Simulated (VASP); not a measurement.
Input of a VASP 6.6.1 run:

File INCAR:

```
PREC = Accurate ; ENCUT = 520
EDIFF = 1E-6 ; ISMEAR = 0
SIGMA = 0.15 ; LREAL = False
LASPH = True ; NELM = 100
ALGO = Normal ; ISIF = 2
LWAVE = False ; LCHARG = True
GGA = PS ; LELF = True
LVHAR = True ; NBANDS = 33
```

The input KPOINTS:

```
regular mesh
0
Gamma
  14 14 8
```

Contents of POSCAR:

```
Ta4O
1.0
    3.2109380217      0.0000000000      0.0000000000
    0.0000000000      3.2109380217      0.0000000000
    0.0000000000      0.0000000000      7.4521131708
Ta O
4 1
Direct
    0.0000000000      0.0000000000      0.5000000000
    0.5000000000      0.5000000000      0.7827831983
    0.5000000000      0.5000000000      0.2172168017
    0.0000000000      0.0000000000      0.0000000000
    0.5000000000      0.5000000000      0.5000000000
```

Potentials or basis: VASP PAW PBE potentials, release 64 (Ta_pv, O).

Command:

```bash
$ cat potpaw_PBE.64/Ta_pv/POTCAR potpaw_PBE.64/O/POTCAR > POTCAR
$ mpirun -np 1 vasp_std > vasp.out
```

(1) What does it give for the band gap on the k mesh?

(2) What does it give for the largest force?

(3) What does it give for the pressure?

Results:

(1) zero (band 25 reaches 6.92 eV, above the bottom of band 26 at 5.85 eV).

(2) 0.141 eV/Å.

(3) -3.4 GPa.

Caveat: the cell differs from its parent crystal (strain +0.000 along x and y, +0.015 along z); the PAW data sets were made with another functional, which shifts forces and pressure a little; spin-orbit coupling is left out, which moves the levels of the heavy elements.
